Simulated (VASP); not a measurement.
Input of a VASP 6.6.1 run:

File POSCAR:

```
BAs
1.0
    0.0000000000      2.3918676038      2.3918676038
    2.3918676038      0.0000000000      2.3918676038
    2.3918676038      2.3918676038      0.0000000000
B As
1 1
Direct
    0.0000000000      0.0000000000      0.0000000000
    0.2500000000      0.2500000000      0.2500000000
```

The input INCAR.step1:

```
  PREC = Accurate
  ENCUT = 520
  EDIFF = 1E-5
  ISMEAR = 0
  SIGMA = 0.01
  LREAL = False
  LASPH = True
  NELM = 100
  ALGO = Normal
  ISIF = 2
  LWAVE = True
  LCHARG = False
  NBANDS = 11
  GGA = PE
```

The input INCAR.step2:

```
  PREC = Accurate
  ENCUT = 520
  EDIFF = 1E-7
  ISMEAR = 0
  SIGMA = 0.01
  LREAL = False
  LASPH = True
  NELM = 100
  ALGO = Normal
  ISIF = 2
  LWAVE = False
  LCHARG = False
  GGA = PE
  LHFCALC = True
  AEXX = 0.75
  PRECFOCK = Normal
  NBANDS = 11
  ISTART = 1
```

KPOINTS

```
Automatic mesh
0
Gamma
  4 4 4
```

Potentials or basis: VASP PAW PBE potentials, release 64 (B, As).

Run with:

```console
$ cat potpaw_PBE.64/B/POTCAR potpaw_PBE.64/As/POTCAR > POTCAR
$ cp INCAR.step1 INCAR
$ mpirun -np 1 vasp_std > vasp.out
$ cp INCAR.step2 INCAR
$ mpirun -np 1 vasp_std > vasp.out
```

Estimate the band gap on the k mesh.

6.01 eV, indirect (least direct gap 8.43 eV).

What does it give for the pressure?

-8.5 GPa.

Caveat: the k points lie up to 0.57 Å⁻¹ apart; the PAW data sets were made with another functional, which shifts forces and pressure a little. A k mesh can miss the band edges.
